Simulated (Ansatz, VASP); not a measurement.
# One calculation of Co, two programs

Contents of INCAR:

```
SYSTEM = Co
ALGO = Normal ; EDIFF = 1E-6
ENCUT = 520 ; ISIF = 2
ISMEAR = -1 ; ISPIN = 2
LASPH = .True. ; LCHARG = .True.
LELF = .True. ; LMAXMIX = 4
LORBIT = 11 ; LREAL = .False.
LVHAR = .True. ; LWAVE = .False.
MAGMOM = 1.558 1.558 ; NBANDS = 20
NELM = 150 ; PREC = Accurate
SIGMA = 0.1
```

File KPOINTS:

```
k-points
0
Gamma
  15 15 8
  0 0 0
```

The input POSCAR:

```
Co
1.0
    2.4273810165      0.0000000000      0.0000000000
   -1.2136905082      2.1021736250      0.0000000000
    0.0000000000      0.0000000000      3.9230481332
Co
2
Direct
    0.3333333333      0.6666666667      0.2500000000
    0.6666666667      0.3333333333      0.7500000000
```

Input for Ansatz:

```yaml
crystal:
  lattice:
    - [2.4273810165, 0.0, 0.0]
    - [-1.2136905082, 2.102173625, 0.0]
    - [0.0, 0.0, 3.9230481332]
  atoms:
    - { symbol: Co, position: [0.3333333333, 0.6666666667, 0.25], spin: 1.558 }
    - { symbol: Co, position: [0.6666666667, 0.3333333333, 0.75], spin: 1.558 }
hamiltonian:
  xc: lda
  pseudopotentials:
    kind: paw
    azcp:
      Co: "pseudopotentials/Co.paw.azcp"
basis:
  ecutwfc: 420
  fft_grid_basis: typed
kpoints:
  mp_grid: { grid: [15, 15, 8], shift: [0, 0, 0] }
magnetization:
  spin_polarized: true
scf:
  occupations: { method: fermi_dirac, width: 0.1 }
  lower_state_search: "off"
output:
  stress: true
  write_density: true
  write_potential: true
  elf: true
  volumetric_format: npy
```

Alike in both runs: task single point; functional LDA; k mesh 15 × 15 × 8; occupations fermi-dirac, width 0.1 eV; collinear spin.

|  | VASP | Ansatz |
| --- | --- | --- |
| version | VASP 6.6.1 | Ansatz 0.2.0 |
| potentials or method | VASP PAW LDA potentials, release 64 (Co), cutoff 520 eV | plane waves (420 eV) with PAW, scalar-relativistic |
| valence electrons in the cell | 18 | 34 |

Ansatz gave:

| Quantity | Value |
| --- | --- |
| pressure (GPa) | -0.1 |
| traceless stress, the component that is largest in VASP (GPa) | -0.47 |
| net moment per atom (μB) | 1.49 |
| size of the moment on the site where the two differ most (μB) | 1.53 |

Question: Estimate VASP's values.

Answer: Pressure (GPa): -1.6; traceless stress, the component that is largest in VASP (GPa): -0.65; net moment per atom (μB): 1.43; size of the moment on the site where the two differ most (μB): 1.43.

Ansatz warns that its potentials were made for another functional, while VASP's fit it. LDA's correlation is that of Perdew and Zunger in VASP and of Perdew and Wang (1992) in Ansatz. Site moments also hang on the region over which each program counts them. VASP's potentials hold 18 valence electrons a cell and Ansatz's 34, so a difference there can come from the potentials and not from the codes.
